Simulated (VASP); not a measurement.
# NdHf in VASP: further runs, part 3 of 3

VASP 6.6.1. The steps go on from the part before.

### 5 Relaxation of cell and atoms, PBE

This run uses another cell than the first one, of 25.28 Å³/atom.

INCAR

```
PREC = Accurate
ENCUT = 500
EDIFF = 1E-7
ISMEAR = 0
SIGMA = 0.2
LREAL = False
LASPH = True
NELM = 200
ALGO = Normal
ISIF = 3
LWAVE = False
LCHARG = False
GGA = PE
IBRION = 2
NSW = 36
EDIFFG = -0.08
GGA_COMPAT = False
NELMIN = 4
LMAXMIX = 6
```

KPOINTS

```
Automatic mesh
0
Gamma
  5 5 6
```

POSCAR

```
NdHf
1.0
    3.9276336100      0.0000000000      0.0000000000
    0.0000000000      3.9276336100      0.0000000000
    0.0000000000      0.0000000000      3.2772612900
Nd Hf
1 1
Direct
    0.0000000000      0.0000000000      0.5000000000
    0.5000000000      0.5000000000      0.0000000000
```

Potentials or basis: VASP PAW PBE potentials, release 64 (Nd_3, Hf_pv), 4f in core.

The run is started by

```bash
$ cat potpaw_PBE.64/Nd_3/POTCAR potpaw_PBE.64/Hf_pv/POTCAR > POTCAR
$ mpirun -np 1 vasp_std > vasp.out
```

OUTCAR:

```text
PREC = Accurate
   ENCUT = 500
   EDIFF = 1E-7
   ISMEAR = 0
   LREAL = False
   LASPH = True
   NELM = 200
   ISIF = 3
   GGA = PE
   IBRION = 2
   NSW = 36
   EDIFFG = -0.08
   NELMIN = 4

 ion  position               nearest neighbor table
   1  0.000  0.000  0.500-   2 3.22   2 3.22   2 3.22   2 3.22   2 3.22   2 3.22   2 3.22   2 3.22

   2  0.500  0.500  0.000-   1 3.22   1 3.22   1 3.22   1 3.22   1 3.22   1 3.22   1 3.22   1 3.22

  LATTYP: Found a simple tetragonal cell.
 ALAT       =     3.9276336100
 C/A-ratio  =     0.8344111532

  Lattice vectors:

 A1 = (   3.9276336100,   0.0000000000,   0.0000000000)
 A2 = (   0.0000000000,   3.9276336100,   0.0000000000)
 A3 = (   0.0000000000,   0.0000000000,   3.2772612900)

Analysis of symmetry for initial positions (statically):
=====================================================================
 Subroutine PRICEL returns:
 Original cell was already a primitive cell.

 Routine SETGRP: Setting up the symmetry group for a
 simple tetragonal supercell.

 Subroutine GETGRP returns: Found 16 space group operations
 (whereof 16 operations were pure point group operations)
 out of a pool of 16 trial point group operations.

The static configuration has the point symmetry D_4h.

Analysis of symmetry for dynamics (positions and initial velocities):
=====================================================================
 Subroutine PRICEL returns:
 Original cell was already a primitive cell.

 Routine SETGRP: Setting up the symmetry group for a
 simple tetragonal supercell.

 Subroutine GETGRP returns: Found 16 space group operations
 (whereof 16 operations were pure point group operations)
 out of a pool of 16 trial point group operations.

The dynamic configuration has the point symmetry D_4h.

 Subroutine INISYM returns: Found 16 space group operations
[... 106 lines left out ...]
   PSTRESS=    0.0 pullay stress
   NELECT =      21.0000    total number of electrons
   NUPDOWN=      -1.0000    fix difference up-down
   EMIN   =  10.00;   EMAX   =-10.00  energy-range for DOS
   EFERMI =   0.00;   METHOD = LEGACY
   ISMEAR =     0;   SIGMA  =   0.20  broadening in eV -4-tet -1-fermi 0-gaus
   EFERMI_NEDOS =   21; number of points for ismear=-14 and -15
   IALGO  =     38    algorithm
   IMIX   =      4    mixing-type and parameters
     AMIX     =   0.40;   BMIX     =  1.00
     AMIX_MAG =   1.60;   BMIX_MAG =  1.00
  volume/ion in A,a.u.               =      25.28       170.58
  Fermi-wavevector in a.u.,A,eV,Ry     =   1.221491  2.308283 20.300439  1.492040
  Thomas-Fermi vector in A             =   2.356671
   LORBIT       =      0    0 simple, 1 ext, 2 COOP (PROOUT), +10 PAW based schemes
   GGA     = PE    functional components
   LHFCALC =     F    Hartree Fock is set to
   AEXX    =    0.0000 exact exchange contribution
   IVDW    =     0    specifies the selected vdW correction
   LEPSILON=     F    determine dielectric tensor
   LRPA    =     F    only Hartree local field effects (RPA)
 conjugate gradient relaxation of ions
 non-spin polarized calculation
 Gauss-broadening in eV      SIGMA  =   0.20
  energy-cutoff  :      500.00
  volume of cell :       50.56
 maximum number of plane-waves:      1302
 NGX is ok and might be reduce to    30
   NGX = 15   NGY = 15   NGZ = 11

--------------------------------------- Ionic step        1  -------------------------------------------

 number of electron      20.9999999 magnetization

 Free energy of the ion-electron system (eV)
  ---------------------------------------------------
  ext. energy  EPLUGINS =         0.00000000
  ---------------------------------------------------
  free energy    TOTEN  =       -13.86441059 eV

  energy without entropy =      -13.81185123  energy(sigma->0) =      -13.83813091

------------------------ aborting loop because EDIFF is reached ----------------------------------------

  FORCE on cell =-STRESS in cart. coord.  units (eV):
  Direction    XX          YY          ZZ          XY          YZ          ZX
  --------------------------------------------------------------------------------------
  -------------------------------------------------------------------------------------
  Total        1.5847028      1.5847028      2.1742962      0.0000000     -0.0000000      0.0000000
  in kB       50.2210071     50.2210071     68.9058816      0.0000000     -0.0000000      0.0000000
  external PRESSURE =      56.4492986 kB  Pullay stress =       0.0000000 kB
[... 59 lines left out ...]
--------------------------------------- Ionic step        3  -------------------------------------------

 number of electron      21.0000000 magnetization

 Free energy of the ion-electron system (eV)
  ---------------------------------------------------
  ext. energy  EPLUGINS =         0.00000000
  ---------------------------------------------------
  free energy    TOTEN  =       -13.93945562 eV

  energy without entropy =      -13.87750623  energy(sigma->0) =      -13.90848093

 E-fermi :   4.1535     XC(G=0): -10.5406

 val. band max:        4.1517701294   @ k =   0.2000   0.0000   0.5000
 cond. band min:       4.1967967565   @ k =   0.2000   0.2000   0.1667
 fundamental gap:      0.0450266271
 Fermi energy:         4.1535340038

 k-point     1 :       0.0000    0.0000    0.0000
  band No.  band energies     occupation
      1     -33.0808      2.00000
      2     -26.8528      2.00000
      3     -26.8528      2.00000
      4     -26.6855      2.00000
      5     -14.1758      2.00000
      6     -14.1758      2.00000
      7     -13.7981      2.00000
      8      -1.3342      2.00000
      9       1.6575      2.00000
     10       2.0414      2.00000
     11       4.4469      0.03807
     12       6.2650      0.00000
     13       6.2650      0.00000
     14       6.6225      0.00000
[... 418 lines left out ...]
  FREE ENERGIE OF THE ION-ELECTRON SYSTEM (eV)
  ---------------------------------------------------
  free  energy   TOTEN  =       -13.9394556210 eV

  energy  without entropy=      -13.8775062320  energy(sigma->0) =      -13.90848093

 reached required accuracy - stopping structural energy minimisation
```

OSZICAR:

```text
N       E                     dE             d eps       ncg     rms          rms(c)
DAV:   1     0.102703158942E+03    0.10270E+03   -0.11026E+04   672   0.134E+03
DAV:   2    -0.977317937201E+01   -0.11248E+03   -0.11099E+03   816   0.310E+02
DAV:   3    -0.149799457490E+02   -0.52068E+01   -0.51664E+01  1200   0.470E+01
[... 33 lines left out ...]
DAV:   6    -0.139394563649E+02   -0.13225E-02   -0.26611E-03  1108   0.300E-01    0.294E-02
DAV:   7    -0.139394575415E+02   -0.11766E-05   -0.10751E-04   782   0.692E-02    0.109E-02
DAV:   8    -0.139394562448E+02    0.12967E-05   -0.41697E-06   908   0.143E-02    0.290E-03
DAV:   9    -0.139394556679E+02    0.57695E-06   -0.54189E-07   856   0.272E-03    0.118E-03
DAV:  10    -0.139394556210E+02    0.46901E-07   -0.19572E-08   390   0.113E-03
   3 F= -.13939456E+02 E0= -.13908481E+02  d E =-.750450E-01
```

CONTCAR:

```text
NdHf
   1.00000000000000
     4.0273391853843350    0.0000000000000000    0.0000000000000000
     0.0000000000000000    4.0273391853843350    0.0000000000000000
     0.0000000000000000   -0.0000000000000000    3.3914098457024147
  Nd              Hf
     1     1
Direct
     0.0000000000000000    0.0000000000000000    0.5000000000000000
     0.5000000000000000    0.5000000000000000    0.0000000000000000

  0.00000000E+00  0.00000000E+00  0.00000000E+00
  0.00000000E+00  0.00000000E+00  0.00000000E+00
```

It took 21 s on 1 thread of Intel Xeon 6975P-C (Granite Rapids), shared host; peak memory 0.17 GiB.

Results:

```
Free energy                           : -13.9395 eV
Relaxed volume                        : 27.50 Å³/atom
Relaxed cell                          : a = 4.027 Å, b = 4.027 Å, c = 3.391 Å, α = 90.00°, β = 90.00°, γ = 90.00°
Space group after relaxing (to 0.1 Å) : P4/mmm (No. 123)
Energy gained by relaxing             : 37.5 meV/atom
Ionic steps                           : 3
Pressure after relaxing               : 0.0 GPa
Band gap on the k mesh                : zero (an odd number of electrons rules out a gap without spin polarisation)
```

Stress tensor (GPa, compression positive):
```
-0.28  0.00  0.00
 0.00 -0.28  0.00
 0.00  0.00  0.44
```

Step by step:
```tsv
step	energy change (eV)	largest force (eV/Å)	pressure (GPa)	volume (Å³)
1	0.0000	0.0000	5.64	50.56
2	-0.0582	0.0000	-2.26	57.35
3	-0.0750	0.0000	-0.04	55.01
```

Final structure:
```
CELL_PARAMETERS angstrom
4.02734 0.00000 0.00000
0.00000 4.02734 0.00000
0.00000 0.00000 3.39141
ATOMIC_POSITIONS crystal
Nd 0.00000 0.00000 0.50000
Hf 0.50000 0.50000 0.00000
```

Caveat: spin-orbit coupling is left out, which moves the levels of the heavy elements; the 4f electrons are frozen in the core, so they carry no moment and show no levels.

### 6 Overview

```csv
task,cell,k mesh,gap on the mesh (eV),pressure (GPa),relaxed volume (Å³/atom)
single point,"a = 3.362, b = 3.362, c = 4.833 Å, angles 90.0, 90.0, 90.1°, 2 atoms, atomic positions A",7 × 7 × 4,none,0.5,-
single point,"a = 3.212, b = 3.212, c = 11.317 Å, 4 atoms, atomic positions B",5 × 5 × 3,none,0.1,-
relaxation of cell and atoms,"relaxed from a = 3.055, b = 3.055, c = 6.172 Å, 2 atoms, atomic positions C",6 × 6 × 3,none,0.1,28.46
relaxation of cell and atoms,"relaxed from a = 3.928, b = 3.928, c = 3.277 Å, 2 atoms, atomic positions A",5 × 5 × 6,none,0.0,27.50
```

Alike in all rows: level PBE; potentials or basis VASP PAW PBE potentials, release 64 (Nd_3, Hf_pv), 4f in core; no spin polarisation; cutoff (eV) 500; smearing gaussian 0.2 eV.

Caveats: some runs use coarse meshes; spin-orbit coupling is left out, which moves the levels of the heavy elements; the 4f electrons are frozen in the core, so they carry no moment and show no levels.

Total energies depend on the potentials used, so only differences within one code and one set of settings carry meaning.

The gap in the log of VASP goes by the Fermi energy; the results here count the filled bands.